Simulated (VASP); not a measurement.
Here is a VASP 6.6.1 calculation.

File INCAR:

```
ALGO = Normal
EDIFF = 1E-7
ENCUT = 520
GGA = PE
ISIF = 2
ISMEAR = 0
IVDW = 12
LASPH = T
LCHARG = T
LELF = T
LREAL = F
LVHAR = T
LWAVE = F
NBANDS = 35
NELM = 60
PREC = Accurate
SIGMA = 0.02
```

The input KPOINTS:

```
k-points
0
Gamma
  9 9 2
```

POSCAR

```
WSe2
1.0
    3.2790216120      0.0000000000      0.0000000000
   -1.6395108060      2.8397160156      0.0000000000
    0.0000000000      0.0000000000     12.7878977408
W Se
2 4
Direct
    0.3333333333      0.6666666667      0.2500000000
    0.6666666667      0.3333333333      0.7500000000
    0.3333333333      0.6666666667      0.6182859526
    0.6666666667      0.3333333333      0.1182859526
    0.3333333333      0.6666666667      0.8817140474
    0.6666666667      0.3333333333      0.3817140474
```

Potentials or basis: VASP PAW PBE potentials, release 64 (W_sv, Se).

Launch:

```console
$ cat potpaw_PBE.64/W_sv/POTCAR potpaw_PBE.64/Se/POTCAR > POTCAR
$ mpirun -np 1 vasp_std > vasp.out
```

Problem. Predict the dispersion energy per atom.

Solution. -0.476 eV.

Problem. Estimate the largest force.

Solution. 0.047 eV/Å.

Stress tensor (GPa, compression positive):
```
0.28 0.00 0.00
0.00 0.28 0.00
0.00 0.00 0.41
```

Caveat: spin-orbit coupling is left out, which moves the levels of the heavy elements.

**What was measured.**

“Time-resolved XUV ARPES with tunable 24–33 eV laser pulses at 30 meV resolution”, 2019, pmc:6684652 reports, for a bulk crystal of WSe2: band gap 1.3 eV (indirect).

Against the measured gap of WSe2, 1.3 eV (indirect; “Time-resolved XUV ARPES with tunable 24–33 eV laser pulses at 30 meV resolution”, 2019, pmc:6684652), the calculated 0.99 eV is off by -0.31 eV. Spin-orbit coupling on Se, W is left out. The value is that of PBE+D3(BJ) on a finite k mesh, which can miss the band edges, without temperature or zero-point motion. Semilocal functionals fall short of measured gaps as a rule.
